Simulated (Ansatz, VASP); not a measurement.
## Be in VASP and in Ansatz

Contents of INCAR:

```
SYSTEM = Be
ALGO = Normal ; EDIFF = 1E-7
ENCUT = 520 ; GGA = PE
ISIF = 2 ; ISMEAR = -1
LASPH = .TRUE. ; LCHARG = .FALSE.
LREAL = .FALSE. ; LWAVE = .FALSE.
NBANDS = 9 ; NELM = 100
PREC = Accurate ; SIGMA = 0.08
```

The input KPOINTS:

```
k-points
0
G
  13 13 13
  0 0 0
```

POSCAR

```
Be
1.0
    0.0000000000      2.4646760917      2.4646760917
    2.4646760917      0.0000000000      2.4646760917
    2.4646760917      2.4646760917      0.0000000000
Be
2
Direct
    0.0000000000      0.0000000000      0.0000000000
    0.2500000000      0.2500000000      0.2500000000
```

Input for Ansatz:

```yaml
crystal:
  lattice:
    - [0.0, 2.4646760917, 2.4646760917]
    - [2.4646760917, 0.0, 2.4646760917]
    - [2.4646760917, 2.4646760917, 0.0]
  atoms:
    - { symbol: Be, position: [0.0, 0.0, 0.0] }
    - { symbol: Be, position: [0.25, 0.25, 0.25] }
kpoints:
  mp_grid: { grid: [13, 13, 13] }
scf:
  occupations: { method: fermi_dirac, width: 0.08 }
hamiltonian:
  xc: pbe
  pseudopotentials: { kind: all_electron, lapw: { basis_error: 0.00025 } }
output:
  forces: true
  stress: true
  eigenvalues: true
```

Change from the starting cell: volume scaled by 1.02.

Alike in both runs: task single point; functional PBE; k mesh 13 × 13 × 13; occupations fermi-dirac, width 0.08 eV; no spin polarisation.

|  | VASP | Ansatz |
| --- | --- | --- |
| version | VASP 6.6.1 | Ansatz 0.2.0 |
| potentials or method | VASP PAW PBE potentials, release 64 (Be), cutoff 520 eV | all-electron LAPW, scalar-relativistic |

Ansatz gave:

- pressure (GPa): -0.9

**Question.** What did VASP give for the same quantities?

**Answer.** Pressure (GPa): -0.8.

Ansatz ran all-electron here, and VASP with PAW potentials.
